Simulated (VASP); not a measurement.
TiB: relaxation of cell and atoms with PBEsol

Crystal: TiB.

```
Ti B
1.0
     2.54255    0.00000    0.00000
     0.00000    2.54255    0.00000
     0.00000    0.00000    3.20256
Ti B
1 1
Cartesian
  1.2713 1.2713 1.6013
  0.0000 0.0000 0.0000
```

| Item | Value |
| --- | --- |
| Program | VASP 6.6.1 |
| Task | relaxation of cell and atoms |
| Functional | PBEsol |
| Potentials or basis | VASP PAW PBE potentials, release 64 (Ti_sv, B) |
| Cutoff | 500 eV |
| k mesh | 16 × 16 × 14 |
| Occupations | gaussian, width 0.1 eV |
| Spin | no spin polarisation |
| Dipole correction | no |
| Further INCAR settings | ALGO = Normal; EDIFF = 1e-07; IBRION = 2; EDIFFG = -0.01; NSW = 80; ISIF = 3 |

```yaml
Relaxed_volume: 10.33 Å³/atom
Relaxed_cell: a = 2.544 Å, b = 2.544 Å, c = 3.193 Å, α = 90.00°, β = 90.00°, γ = 90.00°
Space_group_after_relaxing_to_0.1_Å: P4/mmm (No. 123)
Energy_gained_by_relaxing: 0.1 meV/atom
Ionic_steps: 4
Pressure_after_relaxing: 0.0 GPa
Band_gap_on_the_k_mesh: zero (an odd number of electrons rules out a gap without spin polarisation)
```

Step by step:
| step | energy change (eV) | largest force (eV/Å) | pressure (GPa) | volume (Å³) |
| --- | --- | --- | --- | --- |
| 1 | 0.0000 | 0.0000 | -0.41 | 20.70 |
| 2 | -0.0001 | 0.0000 | 0.37 | 20.62 |
| 3 | -0.0002 | 0.0000 | 0.16 | 20.64 |
| 4 | -0.0002 | 0.0000 | -0.01 | 20.66 |

Final structure:
```
Ti B
1.0
     2.54381    0.00000    0.00000
     0.00000    2.54381    0.00000
     0.00000    0.00000    3.19322
Ti B
1 1
Direct
  0.50000 0.50000 0.50000
  0.00000 0.00000 0.00000
```

Levels at points of the mesh, in eV from the Fermi level:
```
           k point  band 5  band 6  band 7  band 8  band 9  band 10  band 11
(0.00, 0.00, 0.00)  -10.94   -1.92   -1.55    0.43    3.23     3.23     4.34
(0.50, 0.00, 0.00)   -6.18   -5.90   -2.46   -0.48    1.34     3.64     5.82
(0.50, 0.50, 0.00)   -5.88   -1.84   -1.84    0.25    0.50     0.50     3.69
(0.00, 0.00, 0.50)   -8.46   -6.04   -1.22    1.23    1.23     2.22     4.39
(0.50, 0.00, 0.50)   -7.23   -3.46   -1.73   -0.92    2.16     3.03     3.67
(0.50, 0.50, 0.50)   -4.72   -4.44   -4.44   -0.88    3.96     5.78     6.85
```

Run time: 3.9 min on 1 thread of Intel Xeon 8259CL (shared host), peak memory 0.21 GiB.

Caveat: the PAW data sets were made with another functional, which shifts forces and pressure a little.
